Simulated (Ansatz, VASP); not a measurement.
# One calculation of InAs5, two programs

File INCAR:

```
ALGO     = Normal         # electronic algorithm
EDIFF    = 1E-7           # SCF threshold, eV
EDIFFG   = -0.01          # ionic threshold
ENCUT    = 600            # plane-wave cutoff, eV
GGA      = PE             # functional
IBRION   = 2              # ionic algorithm
ISIF     = 3              # what is computed and relaxed
ISMEAR   = 0              # smearing method
LASPH    = True           # aspherical terms in the spheres
LCHARG   = False          # write CHGCAR
LREAL    = False          # projectors in reciprocal space
LWAVE    = False          # write WAVECAR
NELM     = 60             # most SCF steps
NSW      = 100            # ionic steps
PREC     = Accurate       # precision mode
SIGMA    = 0.1            # smearing width, eV
```

File KPOINTS:

```
k-points
0
Gamma
  6 6 8
```

POSCAR

```
InAs5
1.0
    5.8902094200      0.0000000000      0.0000000000
   -2.9451047100      5.1010709900      0.0000000000
    0.0000000000      0.0000000000      4.9691065900
In As
1 5
Direct
    0.0000000000      0.0000000000      0.0000000000
    0.3333333300      0.6666666700      0.0000000000
    0.6666666700      0.3333333300      0.0000000000
    0.5000000000      0.0000000000      0.5000000000
    0.5000000000      0.5000000000      0.5000000000
    0.0000000000      0.5000000000      0.5000000000
```

Input for Ansatz:

```yaml
crystal:
  lattice:
    - [5.89020942, 0.0, 0.0]
    - [-2.94510471, 5.10107099, 0.0]
    - [0.0, 0.0, 4.96910659]
  atoms:
    - { symbol: In, position: [0.0, 0.0, 0.0] }
    - { symbol: As, position: [0.33333333, 0.66666667, 0.0] }
    - { symbol: As, position: [0.66666667, 0.33333333, 0.0] }
    - { symbol: As, position: [0.5, 0.0, 0.5] }
    - { symbol: As, position: [0.5, 0.5, 0.5] }
    - { symbol: As, position: [0.0, 0.5, 0.5] }
basis:
  ecutwfc: 420
kpoints:
  mp_grid: { grid: [6, 6, 8] }
hamiltonian:
  xc: pbe
scf:
  occupations: { method: gaussian, width: 0.1 }
output:
  forces: true
  stress: true
  eigenvalues: true
relax:
  adjacent_minimum: "off"
  f_tol: 0.01
  max_steps: 80
  cell: { stress_tol: 0.05 }
```

Change from the starting cell: species swapped into the HoFe5 type (P6/mmm, No. 191).

Alike in both runs: task relaxation of cell and atoms; functional PBE; k mesh 6 × 6 × 8; occupations gaussian, width 0.1 eV; no spin polarisation.

|  | VASP | Ansatz |
| --- | --- | --- |
| version | VASP 6.6.1 | Ansatz 0.2.0 |
| potentials or method | VASP PAW PBE potentials, release 64 (In_d, As), cutoff 600 eV | scalar-relativistic, plane waves, PAW |
| valence electrons in the cell | 38 | 88 |

VASP gave:

```
gap on the k mesh at the Fermi level, each at its own relaxed structure (eV) : none
relaxed volume (Å³/atom)                                                     : 22.22
relaxed cell length with the largest relative difference (Å)                 : 5.516
```

Which values does Ansatz return?

gap on the k mesh at the Fermi level, each at its own relaxed structure (eV): none; relaxed volume (Å³/atom): 22.19; relaxed cell length with the largest relative difference (Å): 5.513.

A gap of «none» marks a metal or a gap that the smearing closes. VASP's potentials hold 38 valence electrons a cell and Ansatz's 88, so a difference there can come from the potentials and not from the codes.
